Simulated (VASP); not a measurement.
Write the native input for VASP 6.6.1 that does the following.

| Quantity | Value |
| --- | --- |
| Task | single point |
| Functional | PBE |
| Potentials or basis | VASP PAW PBE potentials, release 64 (Te, Pb_d) |
| Cutoff | 520 eV |
| k mesh | 4 × 4 × 4 |
| Occupations | gaussian, width 0.01 eV |
| Spin | no spin polarisation |
| Dipole correction | no |
| Further INCAR settings | ALGO = Normal; EDIFF = 1e-06; NBANDS = 17 |

The structure of TePb lies in POSCAR:

```
TePb
1.0
    0.0000000000      3.2310000000      3.2310000000
    3.2310000000      0.0000000000      3.2310000000
    3.2310000000      3.2310000000      0.0000000000
Te Pb
1 1
Direct
    0.5031750170      0.5020249830      0.4915249830
    0.0077300000      0.9963300000      0.9980100000
```

One way to write it, as run:

INCAR

```
ALGO = Normal
EDIFF = 1E-6
ENCUT = 520
GGA = PE
ISIF = 2
ISMEAR = 0
LASPH = True
LCHARG = False
LREAL = False
LWAVE = False
NBANDS = 17
NELM = 80
PREC = Accurate
SIGMA = 0.01
```

KPOINTS

```
k-points
0
Gamma
  4 4 4
```

Potentials or basis: VASP PAW PBE potentials, release 64 (Te, Pb_d).

Launch:

```console
$ cat potpaw_PBE.64/Te/POTCAR potpaw_PBE.64/Pb_d/POTCAR > POTCAR
$ mpirun -np 1 vasp_std > vasp.out
```

It gave:

```
Pressure               : 2.1 GPa
Largest force          : 0.006 eV/Å
Band gap on the k mesh : 0.74 eV
```

Caveat: the k points lie up to 0.42 Å⁻¹ apart; spin-orbit coupling is left out, which moves the levels of the heavy elements.

It took 67 s on 1 thread of Intel Xeon 8259CL, with other jobs on the host, peak memory 0.22 GiB.
